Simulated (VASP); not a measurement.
Runs of VASP 6.6.1 on GaS5. The structure is that of space group P-62m (No. 189), or close to it. The cells are those of the table. 

```csv
task,cell,k mesh,cutoff (eV),gap on the mesh (eV),pressure (GPa),relaxed volume (Å³/atom),largest force (eV/Å)
single point,"a = 5.953, b = 5.953, c = 3.447 Å, angles 90.0, 90.0, 120.0°, 6 atoms",3 × 3 × 6,520,none,-0.3,-,0.01
single point,"a = 5.958, b = 5.958, c = 5.357 Å, angles 90.0, 90.0, 120.0°, 6 atoms",3 × 3 × 4,520,none,-10.5,-,(a)
single point,"a = 6.006, b = 6.006, c = 3.406 Å, angles 90.0, 90.0, 120.0°, 6 atoms",3 × 3 × 4,520,none,-0.1,-,0.02
relaxation of cell and atoms,"relaxed from a = 5.958, b = 5.958, c = 5.357 Å, angles 90.0, 90.0, 120.0°, 6 atoms",3 × 3 × 4,600,none,-0.1,(b),0.01
single point,"a = 5.974, b = 5.974, c = 3.436 Å, angles 90.0, 90.0, 120.0°, 6 atoms",6 × 6 × 12,520,none,-0.1,-,0.01
relaxation of cell and atoms,"relaxed from a = 6.006, b = 6.006, c = 3.406 Å, angles 90.0, 90.0, 120.0°, 6 atoms",3 × 3 × 6,600,none,-0.2,17.60,0.01
```

Alike in all rows: level PBE; potentials or basis VASP PAW PBE potentials, release 64 (Ga_d, S); no spin polarisation; smearing gaussian 0.1 eV.

**Question.** Estimate the missing entries.

**Answer.** (a) 0.23; (b) 17.75.

Caveats: some runs use coarse meshes; the volume moved by over 15 % at a fixed basis, so the end points are rough (some runs).

A k mesh can miss the band edges, and the runs leave out spin-orbit coupling on Ga.

A gap of «none» marks levels without a gap at the run's occupations.
